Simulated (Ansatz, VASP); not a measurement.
## Ge: VASP beside Ansatz

File INCAR:

```
SYSTEM = Ge
  ALGO = Normal
  EDIFF = 1E-6
  ENCUT = 520
  ISIF = 2
  ISMEAR = -1
  LASPH = .True.
  LCHARG = .False.
  LREAL = .False.
  LWAVE = .False.
  NBANDS = 13
  NELM = 100
  PREC = Accurate
  SIGMA = 0.05
```

The input KPOINTS:

```
k-points
0
Gamma
  14 14 13
  0 0 0
```

Contents of POSCAR:

```
Ge
1.0
    1.4036502900     -2.6040088725      0.0030084175
    1.3906477100      2.5970231275     -0.0099941625
   -0.0067455775     -0.0067455775      2.6982310000
Ge
1
Direct
    0.5000000000      0.5000000000      0.0000000000
```

Input for Ansatz:

```yaml
crystal:
  lattice:
    - [1.40365029, -2.6040088724999997, 0.0030084175]
    - [1.3906477099999999, 2.5970231275, -0.009994162499999999]
    - [-0.0067455775, -0.0067455775, 2.698231]
  atoms:
    - { symbol: Ge, position: [0.5, 0.5, 0.0] }
basis:
  ecutwfc: 470.0
kpoints:
  mp_grid:
    grid: [14, 14, 13]
hamiltonian:
  xc: lda
scf:
  convergence:
    dr2_threshold: 1.0e-09
  occupations:
    method: fermi_dirac
    width: 0.05
output:
  stress: true
```

Alike in both runs: task single point; functional LDA; k mesh 14 × 14 × 13; occupations fermi-dirac, width 0.05 eV; no spin polarisation.

|  | VASP | Ansatz |
| --- | --- | --- |
| version | VASP 6.6.1 | Ansatz 0.2.0 |
| potentials or method | VASP PAW LDA potentials, release 64 (Ge_d), cutoff 520 eV | plane waves, PAW |
| valence electrons in the cell | 14 | 14 |

|  | VASP | Ansatz | Ansatz less VASP |
| --- | --- | --- | --- |
| pressure (GPa) | -5.8 | -5.8 | +0.07 |
| traceless stress, the component that is largest in VASP (GPa) | 1.23 | 1.19 | -0.037 |

LDA's correlation is that of Perdew and Zunger in VASP and of Perdew and Wang (1992) in Ansatz. Ansatz's warnings: stress scf threshold loose.
